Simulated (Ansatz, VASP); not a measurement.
**One calculation of InP, two programs**

```
In P
1.0
     0.00000    2.93050    2.93050
     2.93050    0.00000    2.93050
     2.93050    2.93050    0.00000
In P
1 1
Direct
  0.00000 0.00000 0.00000
  0.25000 0.25000 0.25000
```

Alike in both runs: task relaxation of cell and atoms; functional LDA; k mesh 10 × 10 × 10; occupations gaussian, width 0.02 eV; no spin polarisation.

|  | VASP | Ansatz |
| --- | --- | --- |
| version | VASP 6.6.1 | Ansatz 0.2.0 |
| potentials or method | VASP PAW LDA potentials, release 64 (In_d, P), cutoff 600 eV | scalar-relativistic, plane waves, PAW |
| valence electrons in the cell | 18 | 18 |

|  | VASP | Ansatz | Ansatz less VASP |
| --- | --- | --- | --- |
| gap on the k mesh at the Fermi level, each at its own relaxed structure (eV) | 0.60 | 0.58 | -0.024 |
| relaxed volume (Å³/atom) | 24.75 | 24.73 | -0.021 |
| relaxed cell length with the largest relative difference (Å) | 4.122 | 4.120 | -0.0011 |

LDA's correlation is that of Perdew and Zunger in VASP and of Perdew and Wang (1992) in Ansatz.
